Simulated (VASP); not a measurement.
# B14HN14 (a cell with a defect) in VASP: single point with PBE

Aim: the single point of B14HN14 (a cell with a defect) with PBE.

Everything below comes from runs of VASP 6.6.1. Logs are shortened: lines on timing, memory, paths and dates and some standing lists are left out, and cuts for length are marked.

**1. The cell of the first run**

The cell holds a defect, 29 atoms: a = 6.647 Å, b = 6.647 Å, c = 8.343 Å, α = 90.00°, β = 90.00°, γ = 120.00°.

**2. Single point, PBE**

The input, INCAR:

```
  PREC = Accurate
  ENCUT = 520
  EDIFF = 1E-6
  ISMEAR = 0
  SIGMA = 0.02
  LREAL = Auto
  LASPH = True
  NELM = 60
  ALGO = Normal
  ISIF = 2
  LWAVE = False
  LCHARG = False
  GGA = PE
  NELECT = 114.0
  NBANDS = 76
```

The input, KPOINTS:

```
regular mesh
0
Gamma
  2 2 2
```

The input, POSCAR:

```
B14HN14
1.0
    1.2560905718     -6.5268380678      0.0000000000
   -6.2804528590      2.1756126893      0.0000000000
    0.0000000000      0.0000000000     -8.3431635353
B N H
14 14 1
Direct
    0.6287550698      0.4805209724      0.7106692773
    0.3457271936      0.6202627033      0.7060428547
    0.0615149385      0.7662099282      0.7098326642
    0.4843320322      0.0492250967      0.7052565822
    0.2017112222      0.1928479668      0.7699454737
    0.9145006741      0.3334687357      0.7106741915
    0.7746790715      0.9106735145      0.7061438955
    0.6546605537      0.3762698331      0.2534415142
    0.3687960393      0.5188414436      0.2552446672
    0.0834362775      0.6623274810      0.2535123507
    0.5120079753      0.9479872748      0.2534610512
    0.2261840215      0.0911492578      0.2536673279
    0.9410423133      0.2336504087      0.2552761900
    0.7978484609      0.8050572217      0.2533497026
    0.6072337982      0.5669104965      0.2531518160
    0.3215217036      0.7097743555      0.2531033931
    0.0357804201      0.8526306253      0.2530325567
    0.4643862715      0.1383352820      0.2532017970
    0.1786181706      0.2814618053      0.2579834365
    0.8929436870      0.4240855248      0.2533186592
    0.7501272408      0.9955278537      0.2531252074
    0.6767333716      0.2887104558      0.7091898625
    0.3946373428      0.4345709309      0.7157033390
    0.1062546498      0.5732292789      0.7091969341
    0.5349532330      0.8600299745      0.6957899094
    0.2496848712      0.0002977194      0.7135185562
    0.9604085192      0.1452951095      0.7156907538
    0.8217365651      0.7182530708      0.7093182310
    0.2022961710      0.1905014399     -0.0783480987
```

Potentials or basis: VASP PAW PBE potentials, release 64 (B, N, H).

The run is started by

```bash
cat potpaw_PBE.64/B/POTCAR potpaw_PBE.64/N/POTCAR potpaw_PBE.64/H/POTCAR > POTCAR
mpirun -np 1 vasp_std > vasp.out
```

OUTCAR:

```text
PREC = Accurate
   ENCUT = 520
   EDIFF = 1E-6
   ISMEAR = 0
   LREAL = Auto
   LASPH = True
   NELM = 60
   ISIF = 2
   GGA = PE
   NELECT = 114.0

 ion  position               nearest neighbor table
   1  0.629  0.481  0.711-  23 1.43  28 1.45  22 1.46
   2  0.346  0.620  0.706-  23 1.43  25 1.46  24 1.46
   3  0.062  0.766  0.710-  26 1.43  24 1.45  28 1.46
   4  0.484  0.049  0.705-  26 1.43  25 1.46  22 1.46
   5  0.202  0.193  0.770-  29 1.27  26 1.54  27 1.54  23 1.54
   6  0.915  0.333  0.711-  27 1.43  22 1.45  24 1.46
   7  0.775  0.911  0.706-  27 1.43  25 1.46  28 1.46
   8  0.655  0.376  0.253-  18 1.45  15 1.45  20 1.45
   9  0.369  0.519  0.255-  19 1.45  15 1.45  16 1.45
  10  0.083  0.662  0.254-  17 1.45  16 1.45  20 1.45
  11  0.512  0.948  0.253-  18 1.45  21 1.45  16 1.45
[... 15 lines left out ...]
  27  0.960  0.145  0.716-   7 1.43   6 1.43   5 1.54
  28  0.822  0.718  0.709-   1 1.45   3 1.46   7 1.46
  29  0.202  0.191  0.922-   5 1.27

  LATTYP: Found a hexagonal cell.
 ALAT       =     6.6466065543
 C/A-ratio  =     1.2552516035

  Lattice vectors:

 A1 = (   1.2560905718,  -6.5268380678,   0.0000000000)
 A2 = (  -6.2804528590,   2.1756126893,   0.0000000000)
 A3 = (   0.0000000000,   0.0000000000,  -8.3431635353)

Analysis of symmetry for initial positions (statically):
=====================================================================
 Subroutine PRICEL returns:
 Original cell was already a primitive cell.

 Routine SETGRP: Setting up the symmetry group for a
 hexagonal supercell.

 Subroutine GETGRP returns: Found  1 space group operations
 (whereof  1 operations were pure point group operations)
 out of a pool of 24 trial point group operations.

The static configuration has the point symmetry C_1 .

Analysis of symmetry for dynamics (positions and initial velocities):
=====================================================================
 Subroutine PRICEL returns:
 Original cell was already a primitive cell.

 Routine SETGRP: Setting up the symmetry group for a
 hexagonal supercell.

 Subroutine GETGRP returns: Found  1 space group operations
 (whereof  1 operations were pure point group operations)
 out of a pool of 24 trial point group operations.

The dynamic configuration has the point symmetry C_1 .

 Subroutine INISYM returns: Found  1 space group operations
 (whereof  1 operations are pure point group operations),
 and found     1 'primitive' translations

----------------------------------------------------------------------------------------

                                     Primitive cell

  volume of cell :     319.1989

  direct lattice vectors                    reciprocal lattice vectors
     1.256090572 -6.526838068  0.000000000    -0.056865781 -0.164157370  0.000000000
    -6.280452859  2.175612689  0.000000000    -0.170597343 -0.032831474  0.000000000
     0.000000000  0.000000000 -8.343163535     0.000000000  0.000000000 -0.119858612

  length of vectors
     6.646606554  6.646606554  8.343163535     0.173727831  0.173727831  0.119858612

  position of ions in fractional coordinates (direct lattice)
     0.628755070  0.480520972  0.710669277
     0.345727194  0.620262703  0.706042855
     0.061514938  0.766209928  0.709832664
     0.484332032  0.049225097  0.705256582
     0.201711222  0.192847967  0.769945474
     0.914500674  0.333468736  0.710674191
[... 21 lines left out ...]
     0.821736565  0.718253071  0.709318231
     0.202296171  0.190501440  0.921651901

  ion indices of the primitive-cell ions
   primitive index   ion index
                 1           1
                 2           2
                 3           3
                 4           4
                 5           5
                 6           6
[... 21 lines left out ...]
                28          28
                29          29

----------------------------------------------------------------------------------------

 KPOINTS: regular mesh

Automatic generation of k-mesh.
 Grid dimensions read from file:
 generate k-points for:    2    2    2

 Generating k-lattice:

  Cartesian coordinates                     Fractional coordinates (reciprocal lattice)
    -0.028432891 -0.082078685  0.000000000     0.500000000  0.000000000  0.000000000
    -0.085298672 -0.016415737  0.000000000     0.000000000  0.500000000  0.000000000
     0.000000000  0.000000000 -0.059929306     0.000000000  0.000000000  0.500000000

  Length of vectors
     0.086863915  0.086863915  0.059929306

  Shift w.r.t. Gamma in fractional coordinates (k-lattice)
     0.000000000  0.000000000  0.000000000

 Subroutine IBZKPT returns following result:
 ===========================================

 Found      8 irreducible k-points:

 Following reciprocal coordinates:
            Coordinates               Weight
  0.000000  0.000000  0.000000      1.000000
  0.500000  0.000000  0.000000      1.000000
  0.000000  0.500000  0.000000      1.000000
  0.500000  0.500000  0.000000      1.000000
  0.000000  0.000000  0.500000      1.000000
  0.500000  0.000000  0.500000      1.000000
  0.000000  0.500000  0.500000      1.000000
  0.500000  0.500000  0.500000      1.000000
   k-points           NKPTS =      8   k-points in BZ     NKDIM =      8   number of bands    NBANDS=     76
   number of dos      NEDOS =    301   number of ions     NIONS =     29
   total plane-waves  NPLWV = 160000
   dimension x,y,z NGX =    50 NGY =   50 NGZ =   64
   dimension x,y,z NGXF=   100 NGYF=  100 NGZF=  128
   ions per type =              14  14   1
   NGX,Y,Z   is equivalent  to a cutoff of  12.51, 12.51, 12.75 a.u.
   NGXF,Y,Z  is equivalent  to a cutoff of  25.01, 25.01, 25.51 a.u.
 SYSTEM =  unknown system
   PREC   = accura    normal or accurate (medium, high low for compatibility)
   ISTART =      0    job   : 0-new  1-cont  2-samecut
   ICHARG =      2    charge: 1-file 2-atom 10-const
   ISPIN  =      1    spin polarized calculation?
   LNONCOLLINEAR =      F non collinear calculations
   LSORBIT =      F    spin-orbit coupling
   LASPH  =      T    aspherical Exc in radial PAW
   ENCUT  =  520.0 eV  38.22 Ry    6.18 a.u.  12.36 12.36 15.51*2*pi/ulx,y,z
   NELM   =     60;   NELMIN=  2; NELMDL= -5     # of ELM steps
   EDIFF  = 0.1E-05   stopping-criterion for ELM
   LREAL  =      T    real-space projection
   EDIFFG = 0.1E-04   stopping-criterion for IOM
   NSW    =      0    number of steps for IOM
   IBRION =     -1    ionic relax: 0-MD 1-quasi-New 2-CG
   NFREE  =      0    steps in history (QN), initial steepest desc. (CG)
   ISIF   =      2    stress and relaxation
   ISYM   =      2    0-nonsym 1-usesym 2-fastsym
   POTIM  = 0.5000    time-step for ionic-motion
   TEBEG  =    0.0;   TEEND  =   0.0 temperature during run
   PSTRESS=    0.0 pullay stress
   NELECT =     114.0000    total number of electrons
   NUPDOWN=      -1.0000    fix difference up-down
   EMIN   =  10.00;   EMAX   =-10.00  energy-range for DOS
   EFERMI =   0.00;   METHOD = LEGACY
   ISMEAR =     0;   SIGMA  =   0.02  broadening in eV -4-tet -1-fermi 0-gaus
   EFERMI_NEDOS =   21; number of points for ismear=-14 and -15
   IALGO  =     38    algorithm
   IMIX   =      4    mixing-type and parameters
     AMIX     =   0.40;   BMIX     =  1.00
     AMIX_MAG =   1.60;   BMIX_MAG =  1.00
  volume/ion in A,a.u.               =      11.01        74.28
  Fermi-wavevector in a.u.,A,eV,Ry     =   1.161509  2.194934 18.355671  1.349104
  Thomas-Fermi vector in A             =   2.298080
   LORBIT       =      0    0 simple, 1 ext, 2 COOP (PROOUT), +10 PAW based schemes
   GGA     = PE    functional components
   LHFCALC =     F    Hartree Fock is set to
   AEXX    =    0.0000 exact exchange contribution
   IVDW    =     0    specifies the selected vdW correction
   LEPSILON=     F    determine dielectric tensor
   LRPA    =     F    only Hartree local field effects (RPA)
 non-spin polarized calculation
 Gauss-broadening in eV      SIGMA  =   0.02
  energy-cutoff  :      520.00
  volume of cell :      319.20
 maximum number of plane-waves:      8635
 NGX is ok and might be reduce to    50
   NGX = 25   NGY = 25   NGZ = 31

 number of electron     114.0000003 magnetization

 Free energy of the ion-electron system (eV)
  ---------------------------------------------------
  ext. energy  EPLUGINS =         0.00000000
  ---------------------------------------------------
  free energy    TOTEN  =      -245.63304073 eV

  energy without entropy =     -245.63304073  energy(sigma->0) =     -245.63304073

 E-fermi :   2.4145     XC(G=0):  -8.7427

 val. band max:        2.2785989270   @ k =   0.0000   0.0000   0.5000
 cond. band min:       4.5766523099   @ k =   0.0000   0.5000   0.0000
 fundamental gap:      2.2980533829
 Fermi energy:         2.4145440061

 k-point     1 :       0.0000    0.0000    0.0000
  band No.  band energies     occupation
      1     -17.7915      2.00000
      2     -16.0692      2.00000
      3     -15.4194      2.00000
      4     -15.4149      2.00000
      5     -15.4110      2.00000
      6     -15.3964      2.00000
[... 61 lines left out ...]
     68       7.8563      0.00000
     69       7.9124      0.00000

 k-point     2 :       0.5000    0.0000    0.0000
  band No.  band energies     occupation
      1     -17.1342      2.00000
      2     -17.1104      2.00000
      3     -15.9230      2.00000
      4     -15.9126      2.00000
      5     -15.4938      2.00000
      6     -15.2987      2.00000
[... 61 lines left out ...]
     68       7.8933      0.00000
     69       8.4369      0.00000

 k-point     3 :       0.0000    0.5000    0.0000
  band No.  band energies     occupation
      1     -17.1341      2.00000
      2     -17.1104      2.00000
      3     -15.9242      2.00000
      4     -15.9117      2.00000
      5     -15.4941      2.00000
      6     -15.2984      2.00000
[... 61 lines left out ...]
     68       7.8850      0.00000
     69       8.4394      0.00000

 k-point     4 :       0.5000    0.5000    0.0000
  band No.  band energies     occupation
      1     -17.1336      2.00000
      2     -17.1109      2.00000
      3     -15.9242      2.00000
      4     -15.9119      2.00000
      5     -15.4935      2.00000
      6     -15.2990      2.00000
[... 61 lines left out ...]
     68       7.8800      0.00000
     69       8.4443      0.00000

 k-point     5 :       0.0000    0.0000    0.5000
  band No.  band energies     occupation
      1     -17.7912      2.00000
      2     -16.0696      2.00000
      3     -15.4193      2.00000
      4     -15.4149      2.00000
      5     -15.4109      2.00000
      6     -15.3963      2.00000
[... 61 lines left out ...]
     68       7.5514      0.00000
     69       7.7600      0.00000

 k-point     6 :       0.5000    0.0000    0.5000
  band No.  band energies     occupation
      1     -17.1340      2.00000
      2     -17.1102      2.00000
      3     -15.9229      2.00000
      4     -15.9126      2.00000
      5     -15.4941      2.00000
      6     -15.2990      2.00000
[... 61 lines left out ...]
     68       7.4502      0.00000
     69       7.8534      0.00000

 k-point     7 :       0.0000    0.5000    0.5000
  band No.  band energies     occupation
      1     -17.1339      2.00000
      2     -17.1102      2.00000
      3     -15.9242      2.00000
      4     -15.9116      2.00000
      5     -15.4944      2.00000
      6     -15.2987      2.00000
[... 61 lines left out ...]
     68       7.4703      0.00000
     69       7.8671      0.00000

 k-point     8 :       0.5000    0.5000    0.5000
  band No.  band energies     occupation
      1     -17.1334      2.00000
      2     -17.1107      2.00000
      3     -15.9241      2.00000
      4     -15.9118      2.00000
      5     -15.4939      2.00000
      6     -15.2994      2.00000
[... 61 lines left out ...]
     68       7.4674      0.00000
     69       7.8724      0.00000
 [bands above 69 left out]

------------------------ aborting loop because EDIFF is reached ----------------------------------------

  FORCE on cell =-STRESS in cart. coord.  units (eV):
  Direction    XX          YY          ZZ          XY          YZ          ZX
  --------------------------------------------------------------------------------------
  -------------------------------------------------------------------------------------
  Total        7.0308388      7.0695316      6.1463146      0.0244936     -0.1075575      0.1784255
  in kB       35.2903844     35.4845983     30.8506299      0.1229425     -0.5398710      0.8955838
  external PRESSURE =      33.8752042 kB  Pullay stress =       0.0000000 kB

 VOLUME and BASIS-vectors are now :
 -----------------------------------------------------------------------------
  energy-cutoff  :      520.00
  volume of cell :      319.20
      direct lattice vectors                 reciprocal lattice vectors
     1.256090572 -6.526838068  0.000000000    -0.056865781 -0.164157370  0.000000000
    -6.280452859  2.175612689  0.000000000    -0.170597343 -0.032831474  0.000000000
     0.000000000  0.000000000 -8.343163535     0.000000000  0.000000000 -0.119858612

 POSITION                                       TOTAL-FORCE (eV/Angst)
 -----------------------------------------------------------------------------------
     -2.22812     -3.05835     -5.92923         0.005257      0.000353      0.000955
     -3.46127     -0.90705     -5.89063         0.003326      0.002838      0.003510
     -4.73488      1.26548     -5.92225         0.000827      0.003522      0.001365
      0.29921     -3.05406     -5.88407        -0.002895     -0.001332      0.004131
     -0.95781     -0.89697     -6.42378         0.001616     -0.000639      0.004272
     -0.94564     -5.24330     -5.92927        -0.001546     -0.001906      0.002462
[... 21 lines left out ...]
     -3.47878     -3.80070     -5.91796         0.000705     -0.000533     -0.000589
     -0.94233     -0.90590     -7.68949         0.001342     -0.000779     -0.008911
 -----------------------------------------------------------------------------------
    total drift:                                0.000071      0.001488      0.006727

  FREE ENERGIE OF THE ION-ELECTRON SYSTEM (eV)
  ---------------------------------------------------
  free  energy   TOTEN  =      -245.6330407316 eV

  energy  without entropy=     -245.6330407316  energy(sigma->0) =     -245.63304073
```

It took 7.4 min on 1 thread of Intel Xeon Platinum 8259CL at 2.50GHz (Skylake/Cascade Lake), shared host; peak memory 0.45 GiB.

What came out:

- Free energy: -245.6330 eV
- Largest force: 0.009 eV/Å

Forces in eV/Å, atoms in the order of the input:
```
B    0.005  0.000  0.001
B    0.003  0.003  0.004
B    0.001  0.004  0.001
B   -0.003 -0.001  0.004
B    0.002 -0.001  0.004
B   -0.002 -0.002  0.002
B    0.003 -0.004  0.003
B   -0.002  0.000  0.000
B   -0.001  0.000  0.000
B   -0.001  0.001  0.000
B    0.001  0.000  0.000
B   -0.002  0.001  0.001
B   -0.002  0.001 -0.001
B    0.000  0.000  0.000
N   -0.002  0.000  0.000
N   -0.002  0.001  0.001
N   -0.001  0.000  0.000
N   -0.002  0.001  0.001
N   -0.001  0.000  0.001
N   -0.001  0.001  0.000
N   -0.002  0.001  0.000
N    0.001 -0.001 -0.001
N    0.000 -0.001 -0.004
N    0.001 -0.001 -0.001
N    0.001  0.000 -0.001
N    0.002 -0.001 -0.002
N    0.001  0.000 -0.004
N    0.001 -0.001 -0.001
H    0.001 -0.001 -0.009
```

Levels at points of the mesh, in eV from the Fermi level:
| k point | band 55 | band 56 | band 57 | band 58 | band 59 | band 60 |
| --- | --- | --- | --- | --- | --- | --- |
| (0.00, 0.00, 0.00) | -1.85 | -1.84 | -0.25 | 2.84 | 3.86 | 3.88 |
| (0.50, 0.00, 0.00) | -1.42 | -1.34 | -0.56 | 2.27 | 2.36 | 2.40 |
| (0.00, 0.50, 0.00) | -1.42 | -1.34 | -0.57 | 2.16 | 2.37 | 2.40 |
| (0.50, 0.50, 0.00) | -1.42 | -1.32 | -0.57 | 2.27 | 2.28 | 2.37 |
| (0.00, 0.00, 0.50) | -1.86 | -1.85 | -0.14 | 3.61 | 3.86 | 3.86 |
| (0.50, 0.00, 0.50) | -1.42 | -1.33 | -0.50 | 2.24 | 2.35 | 2.38 |
| (0.00, 0.50, 0.50) | -1.42 | -1.33 | -0.50 | 2.21 | 2.35 | 2.38 |
| (0.50, 0.50, 0.50) | -1.42 | -1.32 | -0.50 | 2.24 | 2.32 | 2.37 |

Caveat: the k points lie up to 0.55 Å⁻¹ apart; the cell carries a net charge on a neutralising background, which shifts energy and pressure; the cell is charged against a uniform background, so pressure and absolute levels hang on convention.
